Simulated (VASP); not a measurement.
# BiB (P1) in VASP: settings compared

The runs below take BiB through single point, with PBEsol, PBE.

Program: VASP 6.6.1. These are calculated values, not measurements. Logs are shortened: lines on timing, memory, paths and dates and some standing lists are left out, and cuts for length are marked.

## (1) The cell of the first run

The typed cell holds 16 atoms: a = 7.731 Å, b = 7.731 Å, c = 6.375 Å, α = 90.00°, β = 90.00°, γ = 120.00°.

## (2) Single point, PBEsol

File INCAR:

```
PREC     = Accurate       # precision mode
ENCUT    = 520            # plane-wave cutoff, eV
EDIFF    = 1E-7           # SCF threshold, eV
ISMEAR   = -1             # smearing method
SIGMA    = 0.039          # smearing width, eV
LREAL    = Auto         
LASPH    = True           # aspherical terms in the spheres
NELM     = 80             # most SCF steps
ALGO     = Normal         # electronic algorithm
ISIF     = 2              # what is computed and relaxed
LWAVE    = False          # write WAVECAR
LCHARG   = True           # write CHGCAR
GGA      = PS             # functional
LELF     = True           # ELF
LVHAR    = True         
NBANDS   = 86             # bands
```

File KPOINTS:

```
Automatic mesh
0
Gamma
  3 3 2
```

File POSCAR:

```
BiB
1.0
    7.7311530133      0.0000000000      0.0000000000
   -3.8655765066      6.6953749100      0.0000000000
    0.0000000000      0.0000000000      6.3754468436
B Bi
8 8
Direct
    0.1698519872      0.3446794289      0.0088980430
    0.3313201567      0.1495654856      0.4841977473
    0.1633470459      0.8430406177      0.0046457920
    0.3344504657      0.6563910250      0.4883500837
    0.6627156257      0.3321240453     -0.0162691342
    0.8353629349      0.1618013949      0.5121645714
    0.6768520883      0.8455209867      0.0003888355
    0.8209734142      0.6579422451      0.5098014429
    0.1718300347      0.3283720523      0.3794369335
    0.3208091733      0.1685859291      0.8647514653
    0.1414291824      0.8149595913      0.3801270812
    0.3328615883      0.6704000986      0.8837331936
    0.6716883302      0.3355414790      0.3662052335
    0.8548336301      0.1877817175      0.8742791112
    0.6715368791      0.8290875529      0.3733628494
    0.8352763531      0.6657338924      0.8766623167
```

Potentials or basis: VASP PAW PBE potentials, release 64 (B, Bi_d).

Started as:

```sh
$ cat potpaw_PBE.64/B/POTCAR potpaw_PBE.64/Bi_d/POTCAR > POTCAR
$ mpirun -np 1 vasp_std > vasp.out
```

OUTCAR:

```text
PREC = Accurate
   ENCUT = 520
   EDIFF = 1E-7
   ISMEAR = -1
   LREAL = Auto
   LASPH = True
   NELM = 80
   ISIF = 2
   GGA = PS

 ion  position               nearest neighbor table
   1  0.170  0.345  0.009-  14 2.28  12 2.32   9 2.37  10 2.38
   2  0.331  0.150  0.484-  11 2.34   9 2.36  13 2.40  10 2.43
   3  0.163  0.843  0.005-  16 2.35  10 2.36  11 2.40  12 2.42
   4  0.334  0.656  0.488-   9 2.30  15 2.37  11 2.46  12 2.52
   5  0.663  0.332  0.984-  16 2.34  14 2.37  10 2.41  13 2.44
   6  0.835  0.162  0.512-  14 2.32  15 2.40   9 2.41  13 2.44
   7  0.677  0.846  0.000-  15 2.38  16 2.40  12 2.42  14 2.43
   8  0.821  0.658  0.510-  11 2.30  15 2.32  16 2.34  13 2.35
   9  0.172  0.328  0.379-   4 2.30   2 2.36   1 2.37   6 2.41  10 3.72  14 3.80  13 3.84  11 3.86
                            14 3.86  15 3.86  15 3.87  10 3.88  11 3.88  13 3.90  12 3.90
  10  0.321  0.169  0.865-   3 2.36   1 2.38   5 2.41   2 2.43  14 3.68   9 3.72  16 3.82  12 3.84
                             9 3.88  11 3.89  12 3.90  16 3.91
  11  0.141  0.815  0.380-   8 2.30   2 2.34   3 2.40   4 2.46  13 3.67  15 3.69  16 3.77  16 3.81
                             9 3.86   9 3.88  12 3.89  10 3.89
  12  0.333  0.670  0.884-   1 2.32   3 2.42   7 2.42   4 2.52  14 3.71  16 3.83  10 3.84  15 3.86
                            11 3.89  10 3.90  16 3.90   9 3.90
  13  0.672  0.336  0.366-   8 2.35   2 2.40   5 2.44   6 2.44  11 3.67  15 3.82  16 3.82   9 3.84
                            14 3.84   9 3.90  15 3.92
  14  0.855  0.188  0.874-   1 2.28   6 2.32   5 2.37   7 2.43  10 3.68  12 3.71  16 3.77   9 3.80
                            13 3.84   9 3.86
  15  0.672  0.829  0.373-   8 2.32   4 2.37   7 2.38   6 2.40  11 3.69  13 3.82  16 3.85  12 3.86
                             9 3.86   9 3.87  16 3.88  13 3.92
  16  0.835  0.666  0.877-   5 2.34   8 2.34   3 2.35   7 2.40  11 3.77  14 3.77  11 3.81  10 3.82
                            13 3.82  12 3.83  15 3.85  15 3.88  12 3.90  10 3.91

  LATTYP: Found a hexagonal cell.
 ALAT       =     7.7311530133
 C/A-ratio  =     0.8246437281

  Lattice vectors:

 A1 = (   7.7311530133,   0.0000000000,   0.0000000000)
 A2 = (  -3.8655765066,   6.6953749100,   0.0000000000)
 A3 = (   0.0000000000,   0.0000000000,   6.3754468436)

Analysis of symmetry for initial positions (statically):
=====================================================================
 Subroutine PRICEL returns:
 Original cell was already a primitive cell.

 Routine SETGRP: Setting up the symmetry group for a
 hexagonal supercell.

 Subroutine GETGRP returns: Found  1 space group operations
 (whereof  1 operations were pure point group operations)
 out of a pool of 24 trial point group operations.

The static configuration has the point symmetry C_1 .

Analysis of symmetry for dynamics (positions and initial velocities):
=====================================================================
 Subroutine PRICEL returns:
 Original cell was already a primitive cell.

 Routine SETGRP: Setting up the symmetry group for a
 hexagonal supercell.

 Subroutine GETGRP returns: Found  1 space group operations
 (whereof  1 operations were pure point group operations)
 out of a pool of 24 trial point group operations.

The dynamic configuration has the point symmetry C_1 .

 Subroutine INISYM returns: Found  1 space group operations
 (whereof  1 operations are pure point group operations),
 and found     1 'primitive' translations

----------------------------------------------------------------------------------------

                                     Primitive cell

  volume of cell :     330.0121

  direct lattice vectors                    reciprocal lattice vectors
     7.731153013  0.000000000  0.000000000     0.129346813  0.074678417  0.000000000
    -3.865576507  6.695374910  0.000000000     0.000000000  0.149356834  0.000000000
     0.000000000  0.000000000  6.375446844     0.000000000  0.000000000  0.156851751

  length of vectors
     7.731153013  7.731153013  6.375446844     0.149356834  0.149356834  0.156851751

  position of ions in fractional coordinates (direct lattice)
     0.169851987  0.344679429  0.008898043
     0.331320157  0.149565486  0.484197747
     0.163347046  0.843040618  0.004645792
     0.334450466  0.656391025  0.488350084
     0.662715626  0.332124045  0.983730866
     0.835362935  0.161801395  0.512164571
[... 8 lines left out ...]
     0.671536879  0.829087553  0.373362849
     0.835276353  0.665733892  0.876662317

  ion indices of the primitive-cell ions
   primitive index   ion index
                 1           1
                 2           2
                 3           3
                 4           4
                 5           5
                 6           6
[... 8 lines left out ...]
                15          15
                16          16

----------------------------------------------------------------------------------------

[... 43 lines left out ...]
   NGXF,Y,Z  is equivalent  to a cutoff of  25.80, 25.80, 25.03 a.u.
 SYSTEM =  unknown system
   PREC   = accura    normal or accurate (medium, high low for compatibility)
   ISTART =      0    job   : 0-new  1-cont  2-samecut
   ICHARG =      2    charge: 1-file 2-atom 10-const
   ISPIN  =      1    spin polarized calculation?
   LNONCOLLINEAR =      F non collinear calculations
   LSORBIT =      F    spin-orbit coupling
   LASPH  =      T    aspherical Exc in radial PAW
   ENCUT  =  520.0 eV  38.22 Ry    6.18 a.u.  14.37 14.37 11.85*2*pi/ulx,y,z
   NELM   =     80;   NELMIN=  2; NELMDL= -5     # of ELM steps
   EDIFF  = 0.1E-06   stopping-criterion for ELM
   LREAL  =      T    real-space projection
   EDIFFG = 0.1E-05   stopping-criterion for IOM
   NSW    =      0    number of steps for IOM
   IBRION =     -1    ionic relax: 0-MD 1-quasi-New 2-CG
   NFREE  =      0    steps in history (QN), initial steepest desc. (CG)
   ISIF   =      2    stress and relaxation
   ISYM   =      2    0-nonsym 1-usesym 2-fastsym
   POTIM  = 0.5000    time-step for ionic-motion
   TEBEG  =    0.0;   TEEND  =   0.0 temperature during run
   PSTRESS=    0.0 pullay stress
   NELECT =     144.0000    total number of electrons
   NUPDOWN=      -1.0000    fix difference up-down
   EMIN   =  10.00;   EMAX   =-10.00  energy-range for DOS
   EFERMI =   0.00;   METHOD = LEGACY
   ISMEAR =    -1;   SIGMA  =   0.04  broadening in eV -4-tet -1-fermi 0-gaus
   EFERMI_NEDOS =   21; number of points for ismear=-14 and -15
   IALGO  =     38    algorithm
   IMIX   =      4    mixing-type and parameters
     AMIX     =   0.40;   BMIX     =  1.00
     AMIX_MAG =   1.60;   BMIX_MAG =  1.00
  volume/ion in A,a.u.               =      20.63       139.19
  Fermi-wavevector in a.u.,A,eV,Ry     =   1.241707  2.346486 20.977950  1.541836
  Thomas-Fermi vector in A             =   2.376093
   LORBIT       =      0    0 simple, 1 ext, 2 COOP (PROOUT), +10 PAW based schemes
   GGA     = PS    functional components
   LHFCALC =     F    Hartree Fock is set to
   AEXX    =    0.0000 exact exchange contribution
   IVDW    =     0    specifies the selected vdW correction
   LEPSILON=     F    determine dielectric tensor
   LRPA    =     F    only Hartree local field effects (RPA)
 non-spin polarized calculation
  energy-cutoff  :      520.00
  volume of cell :      330.01
 maximum number of plane-waves:      8909
 NGX is ok and might be reduce to    60
   NGX = 29   NGY = 29   NGZ = 23

 number of electron     144.0000006 magnetization

 Free energy of the ion-electron system (eV)
  ---------------------------------------------------
  ext. energy  EPLUGINS =         0.00000000
  ---------------------------------------------------
  free energy    TOTEN  =       -77.42790909 eV

  energy without entropy =      -77.42242157  energy(sigma->0) =      -77.42516533

 E-fermi :   7.1998     XC(G=0): -10.2183

 val. band max:        7.1635521834   @ k =   0.0000   0.0000   0.0000
 cond. band min:       7.2351601031   @ k =   0.0000   0.0000   0.0000
 fundamental gap:      0.0716079197
 Fermi energy:         7.1997737786

 k-point     1 :       0.0000    0.0000    0.0000
  band No.  band energies     occupation
      1     -16.1056      2.00000
      2     -16.0960      2.00000
      3     -16.0892      2.00000
      4     -16.0848      2.00000
      5     -16.0708      2.00000
      6     -16.0605      2.00000
[... 859 lines left out ...]
     83      10.4274      0.00000
     84      10.4955      0.00000
 [bands above 84 left out]

------------------------ aborting loop because EDIFF is reached ----------------------------------------

  FORCE on cell =-STRESS in cart. coord.  units (eV):
  Direction    XX          YY          ZZ          XY          YZ          ZX
  --------------------------------------------------------------------------------------
  -------------------------------------------------------------------------------------
  Total       -2.0133017     -0.8917808     -4.7550492      0.6023612      0.1562386      0.2858143
  in kB       -9.7743898     -4.3295114    -23.0853145      2.9244066      0.7585237      1.3876013
  external PRESSURE =     -12.3964052 kB  Pullay stress =       0.0000000 kB

 VOLUME and BASIS-vectors are now :
 -----------------------------------------------------------------------------
  energy-cutoff  :      520.00
  volume of cell :      330.01
      direct lattice vectors                 reciprocal lattice vectors
     7.731153013  0.000000000  0.000000000     0.129346813  0.074678417  0.000000000
    -3.865576507  6.695374910  0.000000000     0.000000000  0.149356834  0.000000000
     0.000000000  0.000000000  6.375446844     0.000000000  0.000000000  0.156851751

 POSITION                                       TOTAL-FORCE (eV/Angst)
 -----------------------------------------------------------------------------------
     -0.01923      2.30776      0.05673         0.478797      0.043059      0.038058
      1.98333      1.00140      3.08698        -0.064037      0.393473      0.457476
     -1.99598      5.64447      0.02962         0.259724     -0.419957     -0.045478
      0.04836      4.39478      3.11345        -0.416307      0.553496      0.748336
      3.83970      2.22369      6.27172        -0.084187     -0.060512      0.503990
      5.83286      1.08332      3.26528         0.038267      0.233414     -0.849720
[... 8 lines left out ...]
      1.98685      5.55105      2.38035        -0.748941      0.471636      0.101549
      3.88420      4.45734      5.58911        -0.560802      0.237274      0.077849
 -----------------------------------------------------------------------------------
    total drift:                                0.006841      0.015955      0.002655

  FREE ENERGIE OF THE ION-ELECTRON SYSTEM (eV)
  ---------------------------------------------------
  free  energy   TOTEN  =       -77.4279090864 eV

  energy  without entropy=      -77.4224215676  energy(sigma->0) =      -77.42516533
```

Run time: 5.7 min. Hardware: 1 thread of AMD EPYC 9R45 (Zen 5), shared host; peak memory 0.48 GiB.

What came out:

```yaml
Free_energy: -77.4279 eV
Pressure: -1.2 GPa
Largest_force: 1.611 eV/Å
Band_gap_on_the_k_mesh: 0.07 eV
```

Forces on the atoms (eV/Å):
```
B    0.479  0.043  0.038
B   -0.064  0.393  0.457
B    0.260 -0.420 -0.045
B   -0.416  0.553  0.748
B   -0.084 -0.061  0.504
B    0.038  0.233 -0.850
B   -0.038 -0.061 -0.179
B   -0.021 -0.165 -0.123
Bi  -0.272 -0.455 -0.163
Bi   0.825  0.118  0.090
Bi   1.434  0.410 -0.416
Bi   0.269  0.835 -0.610
Bi  -0.029 -0.956  0.118
Bi  -1.071 -1.178  0.250
Bi  -0.749  0.472  0.102
Bi  -0.561  0.237  0.078
```

Caveat: the k points lie up to 0.49 Å⁻¹ apart; the atoms stand as in a frame of molecular dynamics; the structure was generated, so it needn't be the stable form of BiB; the PAW data sets were made with another functional, which shifts forces and pressure a little; spin-orbit coupling is left out, which moves the levels of the heavy elements. A k mesh can miss the band edges.

## (3) Single point, PBEsol

File INCAR:

```
PREC = Accurate
ENCUT = 520
EDIFF = 1E-7
ISMEAR = -1
SIGMA = 0.039
LREAL = Auto
LASPH = True
NELM = 100
ALGO = Normal
ISIF = 2
LWAVE = False
LCHARG = True
GGA = PS
LELF = True
LVHAR = True
NBANDS = 86
```

KPOINTS is that of step 2.

File POSCAR:

```
BiB
1.0
    7.7311530133      0.0000000000      0.0000000000
   -3.8655765066      6.6953749100      0.0000000000
    0.0000000000      0.0000000000      6.3754468436
B Bi
8 8
Direct
    0.1906274792      0.3495096289      0.0108919424
    0.3350334120      0.1583110751      0.5014393624
    0.1631694783      0.8283448014      0.0032435374
    0.3287296733      0.6750507717      0.5219198092
    0.6572641887      0.3295793036      0.0008677039
    0.8433624455      0.1714761332      0.4797591565
    0.6782984036      0.8487054237     -0.0070049992
    0.8105877793      0.6476785928      0.5068264357
    0.1737352255      0.3260237148      0.3812608057
    0.3206991862      0.1689019682      0.8620242839
    0.1398491705      0.8103720961      0.3802211922
    0.3387273059      0.6788686311      0.8848507624
    0.6692939663      0.3285753269      0.3630824720
    0.8552121459      0.1907058256      0.8741606881
    0.6693905654      0.8300627037      0.3730524398
    0.8327264742      0.6660418662      0.8785729279
```

Potentials or basis: VASP PAW PBE potentials, release 64 (B, Bi_d).

Started as:

```sh
$ cat potpaw_PBE.64/B/POTCAR potpaw_PBE.64/Bi_d/POTCAR > POTCAR
$ mpirun -np 1 vasp_std > vasp.out
```

Wall time 4.8 min (1 thread of AMD EPYC 9R45 (Zen 5), shared host); peak memory 0.48 GiB.

The run converged. Its results:

```
Free energy            : -77.3446 eV
Pressure               : -1.2 GPa
Largest force          : 1.664 eV/Å
Band gap on the k mesh : 0.20 eV
```

Forces in eV/Å, atoms in the order of the input:
```
B   -0.774 -0.015 -0.144
B    0.004 -0.474 -0.609
B   -0.352  0.517  0.139
B    0.480 -0.581 -1.112
B    0.071  0.084 -0.689
B   -0.060 -0.420  0.879
B    0.054  0.068  0.198
B    0.277  0.327 -0.013
Bi   0.035  1.063 -0.072
Bi   1.279 -0.462  0.958
Bi   0.673  0.990 -0.027
Bi   0.589  0.091  0.075
Bi  -0.463 -0.588  0.622
Bi  -0.466 -0.582 -0.253
Bi  -0.941  0.199  0.123
Bi  -0.407 -0.215 -0.077
```

Stress tensor (GPa, compression positive):
```
-0.27 -0.56 -0.07
-0.56 -1.77 -0.07
-0.07 -0.07 -1.64
```

Levels at points of the mesh, in eV from the valence-band top:
| k point | band 68 | band 69 | band 70 | band 71 | band 72 | band 73 | band 74 | band 75 | band 76 | band 77 |
| --- | --- | --- | --- | --- | --- | --- | --- | --- | --- | --- |
| (0.00, 0.00, 0.00) | -1.58 | -1.44 | -0.30 | -0.13 | 0.00 | 0.20 | 0.31 | 0.41 | 0.46 | 0.68 |
| (0.00, 0.00, 0.50) | -2.59 | -1.18 | -1.12 | -0.95 | -0.86 | 0.32 | 0.41 | 0.45 | 0.51 | 0.60 |

Caveat: the k points lie up to 0.49 Å⁻¹ apart; the atoms stand as in a frame of molecular dynamics; the structure was generated, so it needn't be the stable form of BiB; the PAW data sets were made with another functional, which shifts forces and pressure a little; spin-orbit coupling is left out, which moves the levels of the heavy elements. A k mesh can miss the band edges.

## (4) Single point, PBE

File INCAR:

```
ALGO = Normal
EDIFF = 1E-7
ENCUT = 520
GGA = PE
ISIF = 2
ISMEAR = -1
LASPH = True
LCHARG = True
LELF = True
LREAL = Auto
LVHAR = True
LWAVE = False
NBANDS = 86
NELM = 100
PREC = Accurate
SIGMA = 0.052
```

File KPOINTS:

```
k-points
0
Gamma
  3 3 2
```

File POSCAR:

```
BiB
1.0
    7.7311530133      0.0000000000      0.0000000000
   -3.8655765066      6.6953749100      0.0000000000
    0.0000000000      0.0000000000      6.3754468436
B Bi
8 8
Direct
    0.1540790479      0.3282849772      0.0006506211
    0.3335597843      0.1759956710      0.5025754396
    0.1537896935      0.8162784121     -0.0086084946
    0.3414754346      0.6659096854      0.4979654098
    0.6714633026      0.3335271034     -0.0184448248
    0.8436484370      0.1705368281      0.5077725655
    0.6610729260      0.8172946360      0.0129408969
    0.8152627801      0.6664618576      0.4972777717
    0.1684955065      0.3374294988      0.3790295895
    0.3363594090      0.1729232516      0.8812080373
    0.1658111848      0.8261579186      0.3694205375
    0.3330099149      0.6714239397      0.8782196977
    0.6582836662      0.3235302024      0.3750408495
    0.8350477062      0.1649196669      0.8706831280
    0.6702471542      0.8334097903      0.3725332605
    0.8340722311      0.6715358080      0.8724259078
```

Started as:

```sh
$ cat potpaw_PBE.64/B/POTCAR potpaw_PBE.64/Bi_d/POTCAR > POTCAR
$ mpirun -np 1 vasp_std > vasp.out
```

Wall time 14 min (1 thread of Oxide Virtual Turin-like, shared host); peak memory 0.48 GiB.

Results (log left out):

```yaml
Free_energy: -71.2079 eV
Pressure: 1.8 GPa
Largest_force: 1.743 eV/Å
Band_gap_on_the_k_mesh: 0.15 eV
```

Forces on the atoms (eV/Å):
```
B    0.708  0.584  0.240
B    0.128 -0.941 -0.019
B    0.291  1.336  0.509
B   -0.459  0.347  0.315
B   -0.134  0.069  0.905
B   -0.574 -0.237 -0.551
B   -0.323  0.890 -0.699
B    1.636 -0.581  0.155
Bi   0.061 -0.142 -0.497
Bi  -0.312 -0.689 -0.325
Bi  -0.653  0.330  0.460
Bi   0.400 -0.807 -0.463
Bi   0.438  0.655 -0.333
Bi  -0.331 -0.730  0.465
Bi  -0.615  0.649  0.318
Bi  -0.259 -0.732 -0.481
```

Stress tensor (GPa, compression positive):
```
 3.82 -0.10  0.27
-0.10  1.12  0.29
 0.27  0.29  0.52
```

Levels at points of the mesh, in eV from the valence-band top:
```csv
k point,band 70,band 71,band 72,band 73,band 74,band 75
"(0.00, 0.00, 0.00)",-0.26,-0.20,0.00,0.15,0.30,0.38
"(0.00, 0.00, 0.50)",-1.12,-0.85,-0.82,0.40,0.46,0.51
```

Caveat: the k points lie up to 0.49 Å⁻¹ apart; the atoms stand as in a frame of molecular dynamics; the structure was generated, so it needn't be the stable form of BiB; spin-orbit coupling is left out, which moves the levels of the heavy elements; forces of over 1 eV/Å act on the atoms, so gaps and moduli don't describe the material at rest. A k mesh can miss the band edges.

## (5) The runs side by side

```tsv
level	cell	smearing	gap on the mesh (eV)	pressure (GPa)	largest force (eV/Å)
PBEsol	as given, atomic positions A	fermi-dirac 0.039 eV	0.07	-1.2	1.61
PBEsol	as given, atomic positions B	fermi-dirac 0.039 eV	0.20	-1.2	1.66
PBE	as given, atomic positions C	fermi-dirac 0.052 eV	0.15	1.8	1.74
```

Alike in all rows: task single point; potentials or basis VASP PAW PBE potentials, release 64 (B, Bi_d); no spin polarisation; k mesh 3 × 3 × 2; cutoff (eV) 520.

Caveats: all runs use coarse meshes; the atoms stand as in a frame of molecular dynamics; the structure was generated, so it needn't be the stable form of BiB; spin-orbit coupling is left out, which moves the levels of the heavy elements; the PAW data sets were made with another functional, which shifts forces and pressure a little (at least some runs); forces of over 1 eV/Å act on the atoms, so gaps and moduli don't describe the material at rest (at least some runs).

Total energies depend on the potentials used, so only differences within one code and one set of settings carry meaning.
